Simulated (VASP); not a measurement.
# Ag (R-3m) in VASP: notebook

Ag is run at these levels: PBEsol; tasks: electric field gradients.

Program: VASP 6.6.1. These are calculated values, not measurements. Logs are shortened: lines on timing, memory, paths and dates and some standing lists are left out, and cuts for length are marked.

## 1. The cell of the first run

It takes space group R-3m (No. 166, trigonal). The conventional cell has a = 3.980 Å, b = 3.980 Å, c = 9.748 Å, α = 90.00°, β = 90.00°, γ = 120.00°. Ag (site symmetry 3m) has 4 Ag at 2.37 to 2.68 Å within 3.1 Å.

## 2. Electric field gradients, PBEsol (shortest bond scaled by 1.1)

File INCAR:

```
SYSTEM = Ag
ALGO = Normal
EDIFF = 1E-8
ENCUT = 520
GGA = PS
ISIF = 2
ISMEAR = -1
LASPH = .TRUE.
LCHARG = .FALSE.
LEFG = .TRUE.
LREAL = .FALSE.
LWAVE = .FALSE.
NBANDS = 18
NELM = 80
PREC = Accurate
SIGMA = 0.05
```

File KPOINTS:

```
k-points
0
G
  9 9 9
  0 0 0
```

File POSCAR:

```
Ag
1.0
    0.0000000000      2.8140871700      2.8140871700
    2.8140871700      0.0000000000      2.8140871700
    2.8140871700      2.8140871700      0.0000000000
Ag
2
Direct
   -0.0875000000     -0.1375000000     -0.1375000000
    0.0875000000      0.1375000000      0.1375000000
```

Potentials or basis: VASP PAW PBE potentials, release 64 (Ag).

Command:

```bash
$ cat potpaw_PBE.64/Ag/POTCAR > POTCAR
$ mpirun -np 1 vasp_std > vasp.out
```

OUTCAR:

```text
SYSTEM = Ag
   EDIFF = 1E-8
   ENCUT = 520
   GGA = PS
   ISIF = 2
   ISMEAR = -1
   LASPH = .TRUE.
   LREAL = .FALSE.
   NELM = 80
   PREC = Accurate

 ion  position               nearest neighbor table
   1  0.913  0.862  0.862-   2 2.37   2 2.37   2 2.37   2 2.68
   2  0.087  0.138  0.138-   1 2.37   1 2.37   1 2.37   1 2.68

  LATTYP: Found a face centered cubic cell.
 ALAT       =     5.6281743400

  Lattice vectors:

 A1 = (   0.0000000000,   2.8140871700,   2.8140871700)
 A2 = (   2.8140871700,   0.0000000000,   2.8140871700)
 A3 = (   2.8140871700,   2.8140871700,   0.0000000000)

Analysis of symmetry for initial positions (statically):
=====================================================================
 Subroutine PRICEL returns:
 Original cell was already a primitive cell.

 Routine SETGRP: Setting up the symmetry group for a
 face centered cubic supercell.

 Subroutine GETGRP returns: Found 12 space group operations
 (whereof  4 operations were pure point group operations)
 out of a pool of 48 trial point group operations.

The static configuration has the point symmetry C_2h.
 The point group associated with its full space group is D_3d.

Analysis of symmetry for dynamics (positions and initial velocities):
=====================================================================
 Subroutine PRICEL returns:
 Original cell was already a primitive cell.

 Routine SETGRP: Setting up the symmetry group for a
 face centered cubic supercell.

 Subroutine GETGRP returns: Found 12 space group operations
 (whereof  4 operations were pure point group operations)
 out of a pool of 48 trial point group operations.

The dynamic configuration has the point symmetry C_2h.
 The point group associated with its full space group is D_3d.

 Subroutine INISYM returns: Found 12 space group operations
 (whereof  4 operations are pure point group operations),
 and found     1 'primitive' translations

----------------------------------------------------------------------------------------

                                     Primitive cell

  volume of cell :      44.5700

  direct lattice vectors                    reciprocal lattice vectors
     0.000000000  2.814087170  2.814087170    -0.177677510  0.177677510  0.177677510
     2.814087170  0.000000000  2.814087170     0.177677510 -0.177677510  0.177677510
     2.814087170  2.814087170  0.000000000     0.177677510  0.177677510 -0.177677510

  length of vectors
     3.979720242  3.979720242  3.979720242     0.307746474  0.307746474  0.307746474

  position of ions in fractional coordinates (direct lattice)
     0.912500000  0.862500000  0.862500000
     0.087500000  0.137500000  0.137500000

  ion indices of the primitive-cell ions
   primitive index   ion index
                 1           1
                 2           2

----------------------------------------------------------------------------------------

 KPOINTS: k-points

Automatic generation of k-mesh.
 Grid dimensions read from file:
 generate k-points for:    9    9    9

 Generating k-lattice:

  Cartesian coordinates                     Fractional coordinates (reciprocal lattice)
    -0.019741946  0.019741946  0.019741946     0.111111111  0.000000000  0.000000000
     0.019741946 -0.019741946  0.019741946     0.000000000  0.111111111  0.000000000
     0.019741946  0.019741946 -0.019741946     0.000000000  0.000000000  0.111111111

  Length of vectors
     0.034194053  0.034194053  0.034194053

  Shift w.r.t. Gamma in fractional coordinates (k-lattice)
     0.000000000  0.000000000  0.000000000

 Subroutine IBZKPT returns following result:
 ===========================================

 Found     85 irreducible k-points:

 Following reciprocal coordinates:
            Coordinates               Weight
  0.000000  0.000000  0.000000      1.000000
  0.111111  0.000000  0.000000      2.000000
  0.000000  0.111111  0.000000      6.000000
  0.222222  0.000000  0.000000      2.000000
  0.000000  0.222222  0.000000      6.000000
  0.333333  0.000000  0.000000      2.000000
[... 16 lines left out ...]
 -0.333333  0.111111  0.000000      6.000000
  0.000000 -0.333333  0.111111     12.000000
 [... further k-points ...]
   k-points           NKPTS =     85   k-points in BZ     NKDIM =     85   number of bands    NBANDS=     18
   number of dos      NEDOS =    301   number of ions     NIONS =      2
   total plane-waves  NPLWV =  27000
   dimension x,y,z NGX =    30 NGY =   30 NGZ =   30
   dimension x,y,z NGXF=    60 NGYF=   60 NGZF=   60
   ions per type =               2
   NGX,Y,Z   is equivalent  to a cutoff of  12.53, 12.53, 12.53 a.u.
   NGXF,Y,Z  is equivalent  to a cutoff of  25.06, 25.06, 25.06 a.u.
 SYSTEM =  Ag
   PREC   = accura    normal or accurate (medium, high low for compatibility)
   ISTART =      0    job   : 0-new  1-cont  2-samecut
   ICHARG =      2    charge: 1-file 2-atom 10-const
   ISPIN  =      1    spin polarized calculation?
   LNONCOLLINEAR =      F non collinear calculations
   LSORBIT =      F    spin-orbit coupling
   LASPH  =      T    aspherical Exc in radial PAW
   ENCUT  =  520.0 eV  38.22 Ry    6.18 a.u.   7.40  7.40  7.40*2*pi/ulx,y,z
   NELM   =     80;   NELMIN=  2; NELMDL= -5     # of ELM steps
   EDIFF  = 0.1E-07   stopping-criterion for ELM
   LREAL  =      F    real-space projection
   EDIFFG = 0.1E-06   stopping-criterion for IOM
   NSW    =      0    number of steps for IOM
   IBRION =     -1    ionic relax: 0-MD 1-quasi-New 2-CG
   NFREE  =      0    steps in history (QN), initial steepest desc. (CG)
   ISIF   =      2    stress and relaxation
   ISYM   =      2    0-nonsym 1-usesym 2-fastsym
   POTIM  = 0.5000    time-step for ionic-motion
   TEBEG  =    0.0;   TEEND  =   0.0 temperature during run
   PSTRESS=    0.0 pullay stress
   NELECT =      22.0000    total number of electrons
   NUPDOWN=      -1.0000    fix difference up-down
   EMIN   =  10.00;   EMAX   =-10.00  energy-range for DOS
   EFERMI =   0.00;   METHOD = LEGACY
   ISMEAR =    -1;   SIGMA  =   0.05  broadening in eV -4-tet -1-fermi 0-gaus
   EFERMI_NEDOS =   21; number of points for ismear=-14 and -15
   IALGO  =     38    algorithm
   IMIX   =      4    mixing-type and parameters
     AMIX     =   0.40;   BMIX     =  1.00
     AMIX_MAG =   1.60;   BMIX_MAG =  1.00
  volume/ion in A,a.u.               =      22.29       150.39
  Fermi-wavevector in a.u.,A,eV,Ry     =   1.293803  2.444933 22.775151  1.673926
  Thomas-Fermi vector in A             =   2.425426
   LORBIT       =      0    0 simple, 1 ext, 2 COOP (PROOUT), +10 PAW based schemes
   GGA     = PS    functional components
   LHFCALC =     F    Hartree Fock is set to
   AEXX    =    0.0000 exact exchange contribution
   IVDW    =     0    specifies the selected vdW correction
   LEPSILON=     F    determine dielectric tensor
   LRPA    =     F    only Hartree local field effects (RPA)
 non-spin polarized calculation
  energy-cutoff  :      520.00
  volume of cell :       44.57
 maximum number of plane-waves:      1243
 NGX is ok and might be reduce to    30
   NGX = 15   NGY = 15   NGZ = 15

 number of electron      22.0000000 magnetization

 Free energy of the ion-electron system (eV)
  ---------------------------------------------------
  ext. energy  EPLUGINS =         0.00000000
  ---------------------------------------------------
  free energy    TOTEN  =        -4.01089052 eV

  energy without entropy =       -4.00720897  energy(sigma->0) =       -4.00904974

 E-fermi :   5.0870     XC(G=0): -10.5834

 val. band max:        5.0859143230   @ k =  -0.4444   0.2222   0.0000
 cond. band min:       5.1042714461   @ k =   0.2222  -0.3333   0.4444
 fundamental gap:      0.0183571230
 Fermi energy:         5.0869938242

 k-point     1 :       0.0000    0.0000    0.0000
  band No.  band energies     occupation
      1      -1.1427      2.00000
      2      -0.4803      2.00000
      3      -0.4803      2.00000
      4      -0.3776      2.00000
      5      -0.3776      2.00000
      6      -0.3336      2.00000
[... 10 lines left out ...]
     17      16.6677      0.00000
     18      16.9330      0.00000

 k-point     2 :       0.1111    0.0000    0.0000
  band No.  band energies     occupation
      1      -1.0386      2.00000
      2      -0.5182      2.00000
      3      -0.5182      2.00000
      4      -0.3068      2.00000
      5      -0.3068      2.00000
      6      -0.2029      2.00000
[... 10 lines left out ...]
     17      17.4905      0.00000
     18      17.4905      0.00000
[... 442 lines left out ...]
 k-point    24 :       0.0000   -0.3333    0.1111
  band No.  band energies     occupation
      1      -1.0923      2.00000
      2      -0.6522      2.00000
      3      -0.6359      2.00000
      4      -0.2336      2.00000
      5       0.1817      2.00000
      6       0.5585      2.00000
[... 10 lines left out ...]
     17      17.4476      0.00000
     18      19.3215      0.00000

 [... further k-points ...]
[... 5 lines left out ...]
  --------------------------------------------------------------------------------------
  -------------------------------------------------------------------------------------
  Total        4.9848775      4.9848775      4.9848775      2.3261749     -2.3261749      2.3261749
  in kB      179.1935762    179.1935762    179.1935762     83.6200285    -83.6200285     83.6200285
  external PRESSURE =     179.1935762 kB  Pullay stress =       0.0000000 kB

 VOLUME and BASIS-vectors are now :
 -----------------------------------------------------------------------------
  energy-cutoff  :      520.00
  volume of cell :       44.57
      direct lattice vectors                 reciprocal lattice vectors
     0.000000000  2.814087170  2.814087170    -0.177677510  0.177677510  0.177677510
     2.814087170  0.000000000  2.814087170     0.177677510 -0.177677510  0.177677510
     2.814087170  2.814087170  0.000000000     0.177677510  0.177677510 -0.177677510

 POSITION                                       TOTAL-FORCE (eV/Angst)
 -----------------------------------------------------------------------------------
      4.85430      4.99500      4.99500         0.929861     -0.929861     -0.929861
      0.77387      0.63317      0.63317        -0.929861      0.929861      0.929861
 -----------------------------------------------------------------------------------
    total drift:                               -0.000000     -0.000000     -0.000000

  FREE ENERGIE OF THE ION-ELECTRON SYSTEM (eV)
  ---------------------------------------------------
  free  energy   TOTEN  =        -4.0108905163 eV

  energy  without entropy=       -4.0072089712  energy(sigma->0) =       -4.00904974

 Electric field gradients (V/A^2)
---------------------------------------------------------------------
 ion       V_xx      V_yy      V_zz      V_xy      V_xz      V_yz
---------------------------------------------------------------------
   1      -0.000     0.000     0.000   -21.594   -21.594    21.596
   2      -0.000     0.000     0.000   -21.594   -21.594    21.596
---------------------------------------------------------------------

 Electric field gradients after diagonalization (V/A^2)
 (convention: |V_zz| > |V_xx| > |V_yy|)
----------------------------------------------------------------------
 ion       V_xx      V_yy      V_zz     asymmetry (V_yy - V_xx)/ V_zz
----------------------------------------------------------------------
   1     -21.596   -21.593    43.189       0.000
   2     -21.596   -21.593    43.189       0.000
----------------------------------------------------------------------

           NMR quadrupolar parameters

 Cq : quadrupolar parameter    Cq=e*Q*V_zz/h
 eta: asymmetry parameters     (V_yy - V_xx)/ V_zz
 Q  : nuclear electric quadrupole moment in mb (millibarn)
----------------------------------------------------------------------
 ion       Cq(MHz)       eta       Q (mb)
----------------------------------------------------------------------
   1       0.104       0.000       1.000
   2       0.104       0.000       1.000
----------------------------------------------------------------------
```

Run time: 49 s. Hardware: 1 thread of Intel Xeon Platinum 8259CL at 2.50GHz (Skylake/Cascade Lake), shared host; peak memory 0.2 GiB.

Results:

* Free energy: -4.0109 eV
* Pressure: 17.9 GPa
* Largest force: 1.611 eV/Å
* Band gap on the k mesh: zero (band 11 reaches 5.56 eV, above the bottom of band 12 at 4.58 eV)

Forces in eV/Å, atoms in the order of the input:
```
Ag   0.930 -0.930 -0.930
Ag  -0.930  0.930  0.930
```

Stress tensor (GPa, compression positive):
```
17.92  8.36  8.36
 8.36 17.92 -8.36
 8.36 -8.36 17.92
```

Electric field gradients, principal values (V/Å²):
```csv
atom,least,middle,greatest (by size)
1 Ag,-21.593,-21.596,43.189
2 Ag,-21.593,-21.596,43.189
```

Caveat: the cell differs from its parent crystal (shortest bond scaled by 1.1); without QUAD_EFG the Cq values of the log hold for a quadrupole moment of 1 mb, not for the nuclei; the PAW data sets were made with another functional, which shifts forces and pressure a little.

## 3. Electric field gradients, PBEsol (shortest bond scaled by 0.7)

File INCAR:

```
SYSTEM = Ag
  PREC = Accurate
  ENCUT = 520
  EDIFF = 1E-8
  ISMEAR = -1
  SIGMA = 0.05
  LREAL = .False.
  LASPH = .True.
  NELM = 60
  ALGO = Normal
  ISIF = 2
  LWAVE = .False.
  LCHARG = .False.
  GGA = PS
  LEFG = .True.
  NBANDS = 18
```

File KPOINTS:

```
Automatic mesh
0
Gamma
  9 9 9
  0 0 0
```

File POSCAR:

```
Ag
1.0
    0.0000000000      2.8140871700      2.8140871700
    2.8140871700      0.0000000000      2.8140871700
    2.8140871700      2.8140871700      0.0000000000
Ag
2
Direct
   -0.2375000000     -0.0875000000     -0.0875000000
    0.2375000000      0.0875000000      0.0875000000
```

Potentials or basis: VASP PAW PBE potentials, release 64 (Ag).

Command:

```bash
$ cat potpaw_PBE.64/Ag/POTCAR > POTCAR
$ mpirun -np 1 vasp_std > vasp.out
```

OUTCAR:

```text
SYSTEM = Ag
   PREC = Accurate
   ENCUT = 520
   EDIFF = 1E-8
   ISMEAR = -1
   LREAL = .False.
   LASPH = .True.
   NELM = 60
   ISIF = 2
   GGA = PS

 ion  position               nearest neighbor table
   1  0.763  0.913  0.913-   2 1.71   2 2.77   2 2.77   2 2.77
   2  0.237  0.087  0.087-   1 1.71   1 2.77   1 2.77   1 2.77

 -----------------------------------------------------------------------------
|                                                                             |
|           W    W    AA    RRRRR   N    N  II  N    N   GGGG   !!!           |
|           W    W   A  A   R    R  NN   N  II  NN   N  G    G  !!!           |
[... 742 lines left out ...]
---------------------------------------------------------------------
 ion       V_xx      V_yy      V_zz      V_xy      V_xz      V_yz
---------------------------------------------------------------------
   1       0.000    -0.000    -0.000    31.517    31.517   -31.515
   2       0.000    -0.000    -0.000    31.517    31.517   -31.515
---------------------------------------------------------------------

 Electric field gradients after diagonalization (V/A^2)
 (convention: |V_zz| > |V_xx| > |V_yy|)
----------------------------------------------------------------------
 ion       V_xx      V_yy      V_zz     asymmetry (V_yy - V_xx)/ V_zz
----------------------------------------------------------------------
   1      31.518    31.515   -63.033       0.000
   2      31.518    31.515   -63.033       0.000
----------------------------------------------------------------------

           NMR quadrupolar parameters

 Cq : quadrupolar parameter    Cq=e*Q*V_zz/h
 eta: asymmetry parameters     (V_yy - V_xx)/ V_zz
 Q  : nuclear electric quadrupole moment in mb (millibarn)
----------------------------------------------------------------------
 ion       Cq(MHz)       eta       Q (mb)
----------------------------------------------------------------------
   1      -0.152       0.000       1.000
   2      -0.152       0.000       1.000
----------------------------------------------------------------------
```

OSZICAR:

```text
N       E                     dE             d eps       ncg     rms          rms(c)
DAV:   1     0.131567371491E+03    0.13157E+03   -0.11552E+04  3060   0.117E+03
DAV:   2     0.662027219580E+01   -0.12495E+03   -0.11986E+03  3236   0.261E+02
DAV:   3     0.430531748242E+01   -0.23150E+01   -0.23096E+01  3506   0.389E+01
DAV:   4     0.429352938328E+01   -0.11788E-01   -0.11787E-01  3404   0.273E+00
DAV:   5     0.429339305705E+01   -0.13633E-03   -0.13633E-03  3442   0.305E-01    0.273E+01
DAV:   6     0.468759622619E+01    0.39420E+00   -0.11554E+00  3242   0.822E+00    0.194E+01
DAV:   7     0.478068552008E+01    0.93089E-01   -0.58902E-02  3212   0.231E+00    0.385E+00
DAV:   8     0.478699304088E+01    0.63075E-02   -0.82626E-03  3380   0.664E-01    0.800E-02
DAV:   9     0.478699450831E+01    0.14674E-05   -0.29904E-04  3320   0.118E-01    0.345E-02
DAV:  10     0.478698320238E+01   -0.11306E-04   -0.24186E-05  3306   0.326E-02    0.149E-02
DAV:  11     0.478698230120E+01   -0.90119E-06   -0.35409E-06  3416   0.117E-02    0.224E-03
DAV:  12     0.478698235008E+01    0.48882E-07   -0.18712E-07  3320   0.273E-03    0.101E-03
DAV:  13     0.478698232015E+01   -0.29933E-07   -0.30174E-08  3286   0.120E-03    0.170E-04
DAV:  14     0.478698232376E+01    0.36098E-08   -0.78684E-10  1696   0.243E-04
   1 F= 0.47869823E+01 E0= 0.47891859E+01  d E =-.440720E-02
```

Run time: 80 s. Hardware: 1 thread of Intel Xeon Platinum 8259CL at 2.50GHz (Skylake/Cascade Lake), shared host; peak memory 0.2 GiB.

What came out:

```yaml
Free_energy: 4.7870 eV
Pressure: 64.8 GPa
Largest_force: 34.396 eV/Å
Band_gap_on_the_k_mesh: zero (band 11 reaches 5.67 eV, above the bottom of band 12 at 4.87 eV)
```

Forces on the atoms (eV/Å):
```
Ag  -19.858  19.858  19.858
Ag   19.858 -19.858 -19.858
```

Electric field gradients, principal values (V/Å²):
```
atom   least  middle  greatest (by size)
1 Ag  31.515  31.518             -63.033
2 Ag  31.515  31.518             -63.033
```

Caveat: the cell differs from its parent crystal (shortest bond scaled by 0.7); without QUAD_EFG the Cq values of the log hold for a quadrupole moment of 1 mb, not for the nuclei; the PAW data sets were made with another functional, which shifts forces and pressure a little.
